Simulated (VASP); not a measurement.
# WC (P-6m2) in VASP: vibrations by perturbation theory with PBEsol

Aim: the vibrations by perturbation theory of WC with PBEsol.

Program: VASP 6.6.1. These are calculated values, not measurements. Logs are shortened: lines on timing, memory, paths and dates and some standing lists are left out, and cuts for length are marked.

### 1 The cell of the first run

Symmetry: P-6m2, No. 187, hexagonal system. The conventional cell has a = 2.899 Å, b = 2.899 Å, c = 2.827 Å, α = 90.00°, β = 90.00°, γ = 120.00°. Within 2.9 Å of W (site symmetry -6m2) lie 6 C at 2.19 Å and 8 W at 2.83 to 2.90 Å. C (site symmetry -6m2) has 6 W at 2.19 Å and 8 C at 2.83 to 2.90 Å within 2.9 Å.

### 2 Vibrations by perturbation theory, PBEsol

The input, INCAR:

```
SYSTEM = WC
PREC     = Accurate       ! precision mode
ENCUT    = 520            ! plane-wave cutoff, eV
EDIFF    = 1E-8           ! SCF threshold, eV
ISMEAR   = 0              ! smearing method
SIGMA    = 0.1            ! smearing width, eV
LREAL    = .False.        ! projectors in reciprocal space
LASPH    = .True.         ! aspherical terms in the spheres
NELM     = 80             ! most SCF steps
ALGO     = Normal         ! electronic algorithm
ISIF     = 2              ! what is computed and relaxed
LWAVE    = .False.        ! write WAVECAR
LCHARG   = .False.        ! write CHGCAR
GGA      = PS             ! functional
NBANDS   = 16             ! bands
IBRION   = 8              ! ionic algorithm
NSW      = 1              ! ionic steps
```

The input, KPOINTS:

```
Automatic mesh
0
Gamma
  15 15 15
  0 0 0
```

The input, POSCAR:

```
WC
1.0
    2.8987463378      0.0000000000      0.0000000000
   -1.4493731689      2.5103879677      0.0000000000
    0.0000000000      0.0000000000      2.8268408470
W C
1 1
Direct
    0.0000000000      0.0000000000      0.0000000000
    0.3333333333      0.6666666667      0.5000000000
```

Potentials or basis: VASP PAW PBE potentials, release 64 (W_sv, C).

On the command line:

```bash
$ cat potpaw_PBE.64/W_sv/POTCAR potpaw_PBE.64/C/POTCAR > POTCAR
$ mpirun -np 1 vasp_std > vasp.out
```

OUTCAR:

```text
SYSTEM = WC
   PREC = Accurate
   ENCUT = 520
   EDIFF = 1E-8
   ISMEAR = 0
   LREAL = .False.
   LASPH = .True.
   NELM = 80
   ISIF = 2
   GGA = PS
   IBRION = 8
   NSW = 1

 ion  position               nearest neighbor table
   1  0.000  0.000  0.000-   2 2.19   2 2.19   2 2.19   2 2.19   2 2.19   2 2.19
   2  0.333  0.667  0.500-   1 2.19   1 2.19   1 2.19   1 2.19   1 2.19   1 2.19

  LATTYP: Found a hexagonal cell.
 ALAT       =     2.8987463378
 C/A-ratio  =     0.9751942797

  Lattice vectors:

 A1 = (   2.8987463378,   0.0000000000,   0.0000000000)
 A2 = (  -1.4493731689,   2.5103879677,   0.0000000000)
 A3 = (   0.0000000000,   0.0000000000,   2.8268408470)

Analysis of symmetry for initial positions (statically):
=====================================================================
 Subroutine PRICEL returns:
 Original cell was already a primitive cell.

 Routine SETGRP: Setting up the symmetry group for a
 hexagonal supercell.

 Subroutine GETGRP returns: Found 12 space group operations
 (whereof 12 operations were pure point group operations)
 out of a pool of 24 trial point group operations.

The static configuration has the point symmetry D_3h.

Analysis of symmetry for dynamics (positions and initial velocities):
=====================================================================
 Subroutine PRICEL returns:
 Original cell was already a primitive cell.

 Routine SETGRP: Setting up the symmetry group for a
 hexagonal supercell.

 Subroutine GETGRP returns: Found 12 space group operations
 (whereof 12 operations were pure point group operations)
 out of a pool of 24 trial point group operations.

The dynamic configuration has the point symmetry D_3h.

 Subroutine INISYM returns: Found 12 space group operations
 (whereof 12 operations are pure point group operations),
 and found     1 'primitive' translations

----------------------------------------------------------------------------------------

                                     Primitive cell

  volume of cell :      20.5709

  direct lattice vectors                    reciprocal lattice vectors
     2.898746338  0.000000000  0.000000000     0.344976719  0.199172401  0.000000000
    -1.449373169  2.510387968  0.000000000     0.000000000  0.398344803  0.000000000
     0.000000000  0.000000000  2.826840847     0.000000000  0.000000000  0.353751787

  length of vectors
     2.898746338  2.898746338  2.826840847     0.398344803  0.398344803  0.353751787

  position of ions in fractional coordinates (direct lattice)
     0.000000000  0.000000000  0.000000000
     0.333333333  0.666666667  0.500000000

  ion indices of the primitive-cell ions
   primitive index   ion index
                 1           1
                 2           2

----------------------------------------------------------------------------------------

 KPOINTS: Automatic mesh

Automatic generation of k-mesh.
 Grid dimensions read from file:
 generate k-points for:   15   15   15

 Generating k-lattice:

  Cartesian coordinates                     Fractional coordinates (reciprocal lattice)
     0.022998448  0.013278160  0.000000000     0.066666667  0.000000000  0.000000000
     0.000000000  0.026556320  0.000000000     0.000000000  0.066666667  0.000000000
     0.000000000  0.000000000  0.023583452     0.000000000  0.000000000  0.066666667

  Length of vectors
     0.026556320  0.026556320  0.023583452

  Shift w.r.t. Gamma in fractional coordinates (k-lattice)
     0.000000000  0.000000000  0.000000000

 Subroutine IBZKPT returns following result:
 ===========================================

 Found    216 irreducible k-points:

 Following reciprocal coordinates:
            Coordinates               Weight
  0.000000  0.000000  0.000000      1.000000
  0.066667 -0.000000  0.000000      6.000000
  0.133333 -0.000000  0.000000      6.000000
  0.200000 -0.000000  0.000000      6.000000
  0.266667 -0.000000  0.000000      6.000000
  0.333333 -0.000000  0.000000      6.000000
[... 16 lines left out ...]
  0.333333  0.200000  0.000000     12.000000
  0.400000  0.200000  0.000000      6.000000
 [... further k-points ...]
[... 16 lines left out ...]
   ENCUT  =  520.0 eV  38.22 Ry    6.18 a.u.   5.39  5.39  5.26*2*pi/ulx,y,z
   NELM   =     80;   NELMIN=  2; NELMDL= -5     # of ELM steps
   EDIFF  = 0.1E-07   stopping-criterion for ELM
   LREAL  =      F    real-space projection
   EDIFFG = 0.1E-06   stopping-criterion for IOM
   NSW    =      1    number of steps for IOM
   IBRION =      8    ionic relax: 0-MD 1-quasi-New 2-CG
   NFREE  =      0    steps in history (QN), initial steepest desc. (CG)
   ISIF   =      2    stress and relaxation
   ISYM   =      2    0-nonsym 1-usesym 2-fastsym
   POTIM  = 0.5000    time-step for ionic-motion
   TEBEG  =    0.0;   TEEND  =   0.0 temperature during run
   PSTRESS=    0.0 pullay stress
   NELECT =      18.0000    total number of electrons
   NUPDOWN=      -1.0000    fix difference up-down
   EMIN   =  10.00;   EMAX   =-10.00  energy-range for DOS
   EFERMI =   0.00;   METHOD = LEGACY
   ISMEAR =     0;   SIGMA  =   0.10  broadening in eV -4-tet -1-fermi 0-gaus
   EFERMI_NEDOS =   21; number of points for ismear=-14 and -15
   IALGO  =     38    algorithm
   IMIX   =      4    mixing-type and parameters
     AMIX     =   0.40;   BMIX     =  1.00
     AMIX_MAG =   1.60;   BMIX_MAG =  1.00
  volume/ion in A,a.u.               =      10.29        69.41
  Fermi-wavevector in a.u.,A,eV,Ry     =   1.565843  2.959014 33.359636  2.451864
  Thomas-Fermi vector in A             =   2.668259
   LORBIT       =      0    0 simple, 1 ext, 2 COOP (PROOUT), +10 PAW based schemes
   GGA     = PS    functional components
   LHFCALC =     F    Hartree Fock is set to
   AEXX    =    0.0000 exact exchange contribution
   IVDW    =     0    specifies the selected vdW correction
   LEPSILON=     F    determine dielectric tensor
   LRPA    =     F    only Hartree local field effects (RPA)
 non-spin polarized calculation
 Gauss-broadening in eV      SIGMA  =   0.10
  energy-cutoff  :      520.00
  volume of cell :       20.57
 maximum number of plane-waves:       575
 NGX is ok and might be reduce to    24
   NGX = 11   NGY = 11   NGZ = 11

--------------------------------------- Ionic step        1  -------------------------------------------

 number of electron      18.0000001 magnetization

 Free energy of the ion-electron system (eV)
  ---------------------------------------------------
  ext. energy  EPLUGINS =         0.00000000
  ---------------------------------------------------
  free energy    TOTEN  =       -23.90062579 eV

  energy without entropy =      -23.89908840  energy(sigma->0) =      -23.89985710

 E-fermi :  11.0291     XC(G=0): -13.9761

 val. band max:       11.0233636304   @ k =   0.3333   0.3333   0.0667
 cond. band min:      11.0436167329   @ k =   0.1333  -0.0000   0.4667
 fundamental gap:      0.0202531026
 Fermi energy:        11.0290752898

 k-point     1 :       0.0000    0.0000    0.0000
  band No.  band energies     occupation
      1     -62.8558      2.00000
      2     -26.8405      2.00000
      3     -26.7378      2.00000
      4     -26.7378      2.00000
      5      -3.4376      2.00000
      6       6.6791      2.00000
[... 433 lines left out ...]
      3     -27.1226      2.00000
      4     -26.7155      2.00000
      5       0.4505      2.00000
      6       4.2181      2.00000
[... 8 lines left out ...]
     15      25.6060      0.00000
     16      28.4295      0.00000

 [... further k-points ...]

------------------------ aborting loop because EDIFF is reached ----------------------------------------

  FORCE on cell =-STRESS in cart. coord.  units (eV):
  Direction    XX          YY          ZZ          XY          YZ          ZX
  --------------------------------------------------------------------------------------
  -------------------------------------------------------------------------------------
  Total        0.1490778      0.1490778      0.1945659      0.0000000     -0.0000000      0.0000000
  in kB       11.6110415     11.6110415     15.1539184      0.0000000     -0.0000000      0.0000000
  external PRESSURE =      12.7920005 kB  Pullay stress =       0.0000000 kB

 VOLUME and BASIS-vectors are now :
 -----------------------------------------------------------------------------
  energy-cutoff  :      520.00
  volume of cell :       20.57
      direct lattice vectors                 reciprocal lattice vectors
     2.898746338  0.000000000  0.000000000     0.344976719  0.199172401  0.000000000
    -1.449373169  2.510387968  0.000000000     0.000000000  0.398344803  0.000000000
     0.000000000  0.000000000  2.826840847     0.000000000  0.000000000  0.353751787

 POSITION                                       TOTAL-FORCE (eV/Angst)
 -----------------------------------------------------------------------------------
      0.00000      0.00000      0.00000        -0.000000      0.000000      0.000000
     -0.00000      1.67359      1.41342         0.000000     -0.000000      0.000000
 -----------------------------------------------------------------------------------
    total drift:                               -0.000000      0.000000     -0.000000

  FREE ENERGIE OF THE ION-ELECTRON SYSTEM (eV)
  ---------------------------------------------------
  free  energy   TOTEN  =       -23.9006257920 eV

  energy  without entropy=      -23.8990884046  energy(sigma->0) =      -23.89985710

[... ionic steps 2 to 3 ...]

--------------------------------------- Ionic step        4  -------------------------------------------

------------------------ aborting loop because EDIFF is reached ----------------------------------------
[... 11 lines left out ...]
[... ionic steps 8 to 8 ...]

--------------------------------------- Ionic step        9  -------------------------------------------

 Free energy of the ion-electron system (eV)
  ---------------------------------------------------
  ---------------------------------------------------
  free energy    TOTEN  =        -0.12143766 eV

  energy without entropy =       -0.12143766

------------------------ aborting loop because EDIFF is reached ----------------------------------------

 INTERNAL STRAIN TENSOR  FOR ION    2  DIRECTION 3   (eV/Angst):
 -----------------------------------------------------------------------------
     0.01715  0.00000  0.00000
     0.00000  0.01715 -0.00000
     0.00000 -0.00000 -0.02653

 INTERNAL STRAIN TENSOR FOR ION    2 for displacements in x,y,z  (eV/Angst):
          X           Y           Z          XY          YZ          ZX
  --------------------------------------------------------------------------------
  x    -0.00000     0.00000     0.00000     5.64145     0.00000     0.00000
  y     5.64145    -5.64145     0.00000     0.00000     0.00000     0.00000
  z     0.00000     0.00000     0.00000     0.00000     0.00000     0.00000

 SECOND DERIVATIVES (NOT SYMMETRIZED)
 ------------------------------------
               1X          1Y          1Z          2X          2Y          2Z
  1X   -16.206434   -0.000000    0.000000   16.206434    0.000000    0.000000
  1Y     0.000000  -16.206434    0.000000   -0.000000   16.206434    0.000000
  1Z     0.000000    0.000000  -14.638243    0.000000    0.000000   14.638243
  2X    16.204214    0.000000    0.000000  -16.204214   -0.000000    0.000000
  2Y    -0.000000   16.204214    0.000000    0.000000  -16.204214    0.000000
  2Z    -0.000000    0.000000   14.628384    0.000000    0.000000  -14.628384

 Eigenvectors and eigenvalues of the dynamical matrix
 ----------------------------------------------------

   1 f  =   18.742137 THz   117.760323 2PiTHz  625.170414 cm-1    77.511218 meV
             X         Y         Z           dx          dy          dz
      0.000000  0.000000  0.000000    -0.000000   -0.247653   -0.000000
     -0.000000  1.673592  1.413420     0.000000    0.968849    0.000000
[... 21 lines left out ...]
   6 f/i=    0.001440 THz     0.009046 2PiTHz    0.048025 cm-1     0.005954 meV
             X         Y         Z           dx          dy          dz
      0.000000  0.000000  0.000000    -0.000000    0.000000    0.968833
     -0.000000  1.673592  1.413420     0.000000    0.000000    0.247715

--------------------------------------------------------------------------------------------------------

 ELASTIC MODULI CONTR FROM IONIC RELAXATION (kBar)
 Direction    XX          YY          ZZ          XY          YZ          ZX
 --------------------------------------------------------------------------------
 XX        -123.8574    123.8574      0.0000      0.0000      0.0000      0.0000
 YY         123.8574   -123.8574      0.0000     -0.0000      0.0000      0.0000
 ZZ           0.0000      0.0000      0.0000      0.0000      0.0000      0.0000
 XY           0.0000     -0.0000      0.0000   -123.8574      0.0000      0.0000
 YZ           0.0000      0.0000      0.0000      0.0000      0.0000      0.0000
 ZX           0.0000      0.0000      0.0000      0.0000      0.0000      0.0000
 --------------------------------------------------------------------------------
```

It took 8.3 min on 1 thread of Intel Xeon 6975P-C (Granite Rapids), shared host; peak memory 0.67 GiB.

Results:

* Highest phonon frequency at Γ: 625 cm⁻¹

Phonon frequencies in cm⁻¹ (negative: imaginary):
```tsv
q point	frequencies
(0.000, 0.000, 0.000)	0 0 0 594 625 625
```

Caveat: the cell stands under pressure or tension, which shifts response properties; the PAW data sets were made with another functional, which shifts forces and pressure a little; spin-orbit coupling is left out, which moves the levels of the heavy elements.
